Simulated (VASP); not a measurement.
Here is a VASP 6.6.1 calculation.

Contents of INCAR:

```
SYSTEM = MoSe2
  PREC = Accurate
  ENCUT = 520
  EDIFF = 1E-6
  ISMEAR = 0
  SIGMA = 0.05
  LREAL = Auto
  LASPH = .True.
  NELM = 100
  ALGO = Fast
  ISIF = 2
  LWAVE = .False.
  LCHARG = .True.
  LDIPOL = .True.
  IDIPOL = 3
  DIPOL = 0.5 0.5 0.500
  GGA = PS
  LELF = .True.
  LVHAR = .True.
  LVACPOTAV = .True.
  NBANDS = 122
```

KPOINTS

```
Automatic mesh
0
Gamma
  8 2 1
  0 0 0
```

File POSCAR:

```
MoSe2
1.0
    3.2693322365      0.0000000000      0.0000000000
    0.0000000000     13.1091991319      0.0000000000
    0.0000000000      0.0000000000     24.4377492341
Mo Se
8 16
Direct
    0.0000000000      0.7500000000      0.3236363728
    0.5000000000      0.2500000000      0.3483350692
    0.5000000000      0.7500000000      0.4167537633
    0.0000000000      0.2500000000      0.4638316603
    0.0000000000      0.7500000000      0.5361683530
    0.5000000000      0.2500000000      0.5832462159
    0.5000000000      0.7500000000      0.6516649333
    0.0000000000      0.2500000000      0.6763636336
    0.0000000000      0.3712572428      0.3063126566
    0.0000000000      0.1287427572      0.3063126566
    0.5000000000      0.8898576603      0.3391409145
    0.5000000000      0.6101423397      0.3391409145
    0.5000000000      0.3774821282      0.4248125919
    0.5000000000      0.1225178718      0.4248125919
    0.0000000000      0.8759631129      0.4586208216
    0.0000000000      0.6240368871      0.4586208216
    0.0000000000      0.3759631444      0.5413791640
    0.0000000000      0.1240368556      0.5413791640
    0.5000000000      0.8774821548      0.5751874117
    0.5000000000      0.6225178452      0.5751874117
    0.5000000000      0.3898576290      0.6608590915
    0.5000000000      0.1101423710      0.6608590915
    0.0000000000      0.8712572367      0.6936873474
    0.0000000000      0.6287427633      0.6936873474
```

Potentials or basis: VASP PAW PBE potentials, release 64 (Mo_sv, Se).

Launch:

```sh
$ cat potpaw_PBE.64/Mo_sv/POTCAR potpaw_PBE.64/Se/POTCAR > POTCAR
$ mpirun -np 1 vasp_std > vasp.out
```

(1) What does it give for the largest force?

(2) Predict the band gap on the k mesh.

## Answers

(1) 0.049 eV/Å.

(2) zero (bands 104 and 105 overlap by 0.01 eV).

Caveat: the PAW data sets were made with another functional, which shifts forces and pressure a little.
